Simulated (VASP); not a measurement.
# Pt (Fm-3m) in VASP: a series of runs

Runs on Pt. Level: LDA. Tasks: single point, relaxation of cell and atoms.

Everything below comes from runs of VASP 6.6.1. Logs are shortened: lines on timing, memory, paths and dates and some standing lists are left out, and cuts for length are marked.

### Step 1. The cell of the first run

The structure is cubic, space group Fm-3m (No. 225). The conventional cell has a = 3.943 Å, b = 3.943 Å, c = 3.943 Å, α = 90.00°, β = 90.00°, γ = 90.00°. Within 3.7 Å of Pt (site symmetry m-3m) lie 12 Pt at 2.79 Å.

### Step 2. Single point, LDA

Input file INCAR:

```
SYSTEM = Pt
PREC = Accurate
ENCUT = 520
EDIFF = 1E-6
ISMEAR = 0
SIGMA = 0.1
LREAL = .False.
LASPH = .True.
NELM = 100
ALGO = Fast
ISIF = 2
LWAVE = .False.
LCHARG = .False.
GGA = CA
NBANDS = 11
```

Input file KPOINTS:

```
regular mesh
0
Gamma
  8 8 8
  0 0 0
```

Input file POSCAR:

```
Pt
1.0
    0.0000000000      1.9715751800      1.9715751800
    1.9715751800      0.0000000000      1.9715751800
    1.9715751800      1.9715751800      0.0000000000
Pt
1
Direct
    0.0000000000      0.0000000000      0.0000000000
```

Potentials or basis: VASP PAW LDA potentials, release 64 (Pt).

The run is started by

```console
$ cat potpaw_LDA.64/Pt/POTCAR > POTCAR
$ mpirun -np 1 vasp_std > vasp.out
```

OUTCAR:

```text
SYSTEM = Pt
   PREC = Accurate
   ENCUT = 520
   EDIFF = 1E-6
   ISMEAR = 0
   LREAL = .False.
   LASPH = .True.
   NELM = 100
   ISIF = 2
   GGA = CA

 ion  position               nearest neighbor table
   1  0.000  0.000  0.000-

  LATTYP: Found a face centered cubic cell.
 ALAT       =     3.9431503600

  Lattice vectors:

 A1 = (   0.0000000000,   1.9715751800,   1.9715751800)
 A2 = (   1.9715751800,   0.0000000000,   1.9715751800)
 A3 = (   1.9715751800,   1.9715751800,   0.0000000000)

Analysis of symmetry for initial positions (statically):
=====================================================================
 Subroutine PRICEL returns:
 Original cell was already a primitive cell.

 Routine SETGRP: Setting up the symmetry group for a
 face centered cubic supercell.

 Subroutine GETGRP returns: Found 48 space group operations
 (whereof 48 operations were pure point group operations)
 out of a pool of 48 trial point group operations.

The static configuration has the point symmetry O_h .

Analysis of symmetry for dynamics (positions and initial velocities):
=====================================================================
 Subroutine PRICEL returns:
 Original cell was already a primitive cell.

 Routine SETGRP: Setting up the symmetry group for a
 face centered cubic supercell.

 Subroutine GETGRP returns: Found 48 space group operations
 (whereof 48 operations were pure point group operations)
 out of a pool of 48 trial point group operations.

The dynamic configuration has the point symmetry O_h .

 Subroutine INISYM returns: Found 48 space group operations
 (whereof 48 operations are pure point group operations),
 and found     1 'primitive' translations

----------------------------------------------------------------------------------------

                                     Primitive cell

  volume of cell :      15.3275

  direct lattice vectors                    reciprocal lattice vectors
     0.000000000  1.971575180  1.971575180    -0.253604329  0.253604329  0.253604329
     1.971575180  0.000000000  1.971575180     0.253604329 -0.253604329  0.253604329
     1.971575180  1.971575180  0.000000000     0.253604329  0.253604329 -0.253604329

  length of vectors
     2.788228359  2.788228359  2.788228359     0.439255582  0.439255582  0.439255582

  position of ions in fractional coordinates (direct lattice)
     0.000000000  0.000000000  0.000000000

  ion indices of the primitive-cell ions
   primitive index   ion index
[... 80 lines left out ...]
   ISYM   =      2    0-nonsym 1-usesym 2-fastsym
   POTIM  = 0.5000    time-step for ionic-motion
   TEBEG  =    0.0;   TEEND  =   0.0 temperature during run
   PSTRESS=    0.0 pullay stress
   NELECT =      10.0000    total number of electrons
   NUPDOWN=      -1.0000    fix difference up-down
   EMIN   =  10.00;   EMAX   =-10.00  energy-range for DOS
   EFERMI =   0.00;   METHOD = LEGACY
   ISMEAR =     0;   SIGMA  =   0.10  broadening in eV -4-tet -1-fermi 0-gaus
   EFERMI_NEDOS =   21; number of points for ismear=-14 and -15
   IALGO  =     68    algorithm
   IMIX   =      4    mixing-type and parameters
     AMIX     =   0.40;   BMIX     =  1.00
     AMIX_MAG =   1.60;   BMIX_MAG =  1.00
  volume/ion in A,a.u.               =      15.33       103.43
  Fermi-wavevector in a.u.,A,eV,Ry     =   1.419880  2.683183 27.430132  2.016058
  Thomas-Fermi vector in A             =   2.540854
   LORBIT       =      0    0 simple, 1 ext, 2 COOP (PROOUT), +10 PAW based schemes
   GGA     = CA    functional components
   LHFCALC =     F    Hartree Fock is set to
   AEXX    =    0.0000 exact exchange contribution
   IVDW    =     0    specifies the selected vdW correction
   LEPSILON=     F    determine dielectric tensor
   LRPA    =     F    only Hartree local field effects (RPA)
 non-spin polarized calculation
 RMM-DIIS sequential band-by-band and
 Gauss-broadening in eV      SIGMA  =   0.10
  energy-cutoff  :      520.00
  volume of cell :       15.33
 maximum number of plane-waves:       428
 NGX is ok and might be reduce to    24
   NGX = 11   NGY = 11   NGZ = 11

 number of electron      10.0000001 magnetization

 Free energy of the ion-electron system (eV)
  ---------------------------------------------------
  ext. energy  EPLUGINS =         0.00000000
  ---------------------------------------------------
  free energy    TOTEN  =        -7.47925640 eV

  energy without entropy =       -7.46999449  energy(sigma->0) =       -7.47462544

 E-fermi :  10.7560     XC(G=0): -13.5990

 val. band max:       10.6105809463   @ k =  -0.3750   0.3750   0.0000
 cond. band min:      10.7627238066   @ k =  -0.2500   0.1250   0.0000
 fundamental gap:      0.1521428603
 Fermi energy:        10.7559577844

 k-point     1 :       0.0000    0.0000    0.0000
  band No.  band energies     occupation
      1       0.7619      2.00000
      2       7.0768      2.00000
      3       7.0768      2.00000
      4       7.0768      2.00000
      5       9.2055      2.00000
      6       9.2055      2.00000
      7      25.5006      0.00000
      8      30.3259      0.00000
      9      30.3259      0.00000
     10      30.3259      0.00000
     11      35.7287      0.00000
[... 309 lines left out ...]
 k-point    24 :      -0.3750    0.2500    0.1250
  band No.  band energies     occupation
      1       4.8771      2.00000
      2       6.1011      2.00000
      3       7.4322      2.00000
      4       8.1733      2.00000
      5      10.5993      1.97330
      6      15.1966      0.00000
      7      16.1995      0.00000
      8      25.3596      0.00000
      9      25.8209      0.00000
     10      29.8410      0.00000
     11      36.8214      0.00000

 [... further k-points ...]

------------------------ aborting loop because EDIFF is reached ----------------------------------------

  FORCE on cell =-STRESS in cart. coord.  units (eV):
  Direction    XX          YY          ZZ          XY          YZ          ZX
  --------------------------------------------------------------------------------------
  -------------------------------------------------------------------------------------
  Total       -1.0014950     -1.0014950     -1.0014950      0.0000000      0.0000000      0.0000000
  in kB     -104.6861756   -104.6861756   -104.6861756      0.0000000      0.0000000      0.0000000
  external PRESSURE =    -104.6861756 kB  Pullay stress =       0.0000000 kB

 VOLUME and BASIS-vectors are now :
 -----------------------------------------------------------------------------
  energy-cutoff  :      520.00
  volume of cell :       15.33
      direct lattice vectors                 reciprocal lattice vectors
     0.000000000  1.971575180  1.971575180    -0.253604329  0.253604329  0.253604329
     1.971575180  0.000000000  1.971575180     0.253604329 -0.253604329  0.253604329
     1.971575180  1.971575180  0.000000000     0.253604329  0.253604329 -0.253604329

 POSITION                                       TOTAL-FORCE (eV/Angst)
 -----------------------------------------------------------------------------------
      0.00000      0.00000      0.00000        -0.000000      0.000000     -0.000000
 -----------------------------------------------------------------------------------
    total drift:                                0.000000     -0.000000     -0.000000

  FREE ENERGIE OF THE ION-ELECTRON SYSTEM (eV)
  ---------------------------------------------------
  free  energy   TOTEN  =        -7.4792563989 eV

  energy  without entropy=       -7.4699944870  energy(sigma->0) =       -7.47462544
```

OSZICAR:

```text
N       E                     dE             d eps       ncg     rms          rms(c)
DAV:   1     0.387162090289E+02    0.38716E+02   -0.53932E+03   638   0.847E+02
DAV:   2    -0.723511470528E+01   -0.45951E+02   -0.44203E+02   745   0.176E+02
DAV:   3    -0.793998621577E+01   -0.70487E+00   -0.70278E+00   728   0.200E+01
DAV:   4    -0.794248818144E+01   -0.25020E-02   -0.25018E-02   752   0.146E+00
DAV:   5    -0.794250713690E+01   -0.18955E-04   -0.18955E-04   749   0.116E-01    0.126E+01
RMM:   6    -0.752819222236E+01    0.41431E+00   -0.42582E-01   643   0.543E+00    0.639E+00
RMM:   7    -0.748372472121E+01    0.44468E-01   -0.74474E-02   673   0.241E+00    0.248E+00
RMM:   8    -0.747957896120E+01    0.41458E-02   -0.83694E-03   673   0.843E-01    0.683E-01
RMM:   9    -0.747924115310E+01    0.33781E-03   -0.99818E-04   720   0.270E-01    0.604E-02
RMM:  10    -0.747925767008E+01   -0.16517E-04   -0.15485E-04   728   0.949E-02    0.696E-02
RMM:  11    -0.747927271038E+01   -0.15040E-04   -0.39422E-05   708   0.467E-02    0.700E-02
RMM:  12    -0.747925619016E+01    0.16520E-04   -0.27717E-05   684   0.427E-02    0.335E-03
RMM:  13    -0.747925639893E+01   -0.20877E-06   -0.25627E-06   565   0.104E-02
   1 F= -.74792564E+01 E0= -.74746254E+01  d E =-.926191E-02
```

Wall time 3.9 s (1 thread of AMD EPYC 9R45 (Zen 5), shared host); peak memory 0.1 GiB.

What came out:

* Free energy: -7.4793 eV
* Pressure: -10.5 GPa
* Band gap on the k mesh: zero (band 5 reaches 11.26 eV, above the bottom of band 6 at 9.11 eV)

Levels at points of the mesh, in eV from the Fermi level:
```
           k point  band 2  band 3  band 4  band 5  band 6  band 7  band 8  band 9
(0.00, 0.00, 0.00)   -3.68   -3.68   -3.68   -1.55   -1.55   14.74   19.57   19.57
(0.50, 0.00, 0.00)   -3.73   -3.73   -0.34    0.07    0.07    5.75   14.31   18.85
(0.50, 0.50, 0.00)   -6.44    0.05    0.50    0.50    1.86    8.74   11.35   11.35
```

Caveat: spin-orbit coupling is left out, which moves the levels of the heavy elements.

### Step 3. Single point, LDA

This run uses another cell than the first one, of 14.73 Å³/atom, 0.961 times its volume.

Input file INCAR:

```
SYSTEM = Pt
PREC     = Accurate       ! precision mode
ENCUT    = 520            ! plane-wave cutoff, eV
EDIFF    = 1E-6           ! SCF threshold, eV
ISMEAR   = 0              ! smearing method
SIGMA    = 0.1            ! smearing width, eV
LREAL    = .False.        ! projectors in reciprocal space
LASPH    = .True.         ! aspherical terms in the spheres
NELM     = 80             ! most SCF steps
ALGO     = Fast           ! electronic algorithm
ISIF     = 2              ! what is computed and relaxed
LWAVE    = .False.        ! write WAVECAR
LCHARG   = .False.        ! write CHGCAR
NBANDS   = 11             ! bands
```

Input file KPOINTS:

```
Automatic mesh
0
Gamma
  8 8 8
  0 0 0
```

Input file POSCAR:

```
Pt
1.0
    0.0000000000      1.9457172375      1.9457172375
    1.9457172375      0.0000000000      1.9457172375
    1.9457172375      1.9457172375      0.0000000000
Pt
1
Direct
    0.0000000000      0.0000000000      0.0000000000
```

Potentials or basis: VASP PAW LDA potentials, release 64 (Pt).

The run is started by

```console
$ cat potpaw_LDA.64/Pt/POTCAR > POTCAR
$ mpirun -np 1 vasp_std > vasp.out
```

Run time: 2.7 s. Hardware: 1 thread of AMD EPYC 9R45 (Zen 5), shared host; peak memory 0.09 GiB.

The run converged. Its results:

```
Free energy            : -7.4979 eV
Pressure               : 0.8 GPa
Band gap on the k mesh : zero (band 5 reaches 12.08 eV, above the bottom of band 6 at 9.77 eV)
```

Levels at points of the mesh, in eV from the Fermi level:
```
           k point  band 1  band 2  band 3  band 4  band 5  band 6  band 7  band 8  band 9  band 10
(0.00, 0.00, 0.00)  -10.44   -3.93   -3.93   -3.93   -1.66   -1.66   14.62   19.67   19.67    19.67
(0.50, 0.00, 0.00)   -7.56   -3.99   -3.99   -0.51    0.08    0.08    6.05   14.20   19.12    19.12
(0.50, 0.50, 0.00)   -7.31   -6.86    0.06    0.54    0.54    1.79    9.17   11.48   11.48    20.55
```

Caveat: spin-orbit coupling is left out, which moves the levels of the heavy elements.

[end of part 1 of 2]
